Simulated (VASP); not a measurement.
The system is ZnS (rocksalt type).

```
Zn S
1.0
     0.00000    2.32576    2.32576
     2.32576    0.00000    2.32576
     2.32576    2.32576    0.00000
Zn S
1 1
Direct
  0.00000 0.00000 0.00000
  0.50000 0.50000 0.50000
```

| Property | Result |
| --- | --- |
| Program | VASP 6.6.1 |
| Task | relaxation of cell and atoms |
| Functional | r2SCAN |
| Potentials or basis | VASP PAW PBE potentials, release 64 (Zn, S) |
| Cutoff | 600 eV |
| k mesh | 16 × 16 × 16 |
| Occupations | fermi-dirac, width 0.08 eV |
| Spin | no spin polarisation |

At the start: pressure 43.5 GPa; volume 12.58 Å³/atom.

**Question.** How do energy, volume and symmetry change on relaxing?

**Answer.** Over 3 steps the energy falls by 392.9 meV/atom and the volume is 16.25 Å³/atom (+29.2 %); space group Fm-3m (No. 225, to 0.05 Å).

The path:
| step | energy change (eV) | largest force (eV/Å) | pressure (GPa) | volume (Å³) |
| --- | --- | --- | --- | --- |
| 1 | 0.0000 | 0.0000 | 43.52 | 25.16 |
| 2 | -0.4325 | 0.0000 | -12.73 | 39.77 |
| 3 | -0.7859 | 0.0000 | 0.02 | 32.50 |

Final structure:
```xyz
2
Lattice="0.0000 2.5329 2.5329 2.5329 0.0000 2.5329 2.5329 2.5329 0.0000" Properties=species:S:1:pos:R:3 pbc="T T T"
Zn    0.0000    0.0000    0.0000
S     2.5329    2.5329    2.5329
```

Caveat: the volume moved by over 15 % at a fixed basis, so the end points are rough; the PAW data sets were made with another functional, which shifts forces and pressure a little.
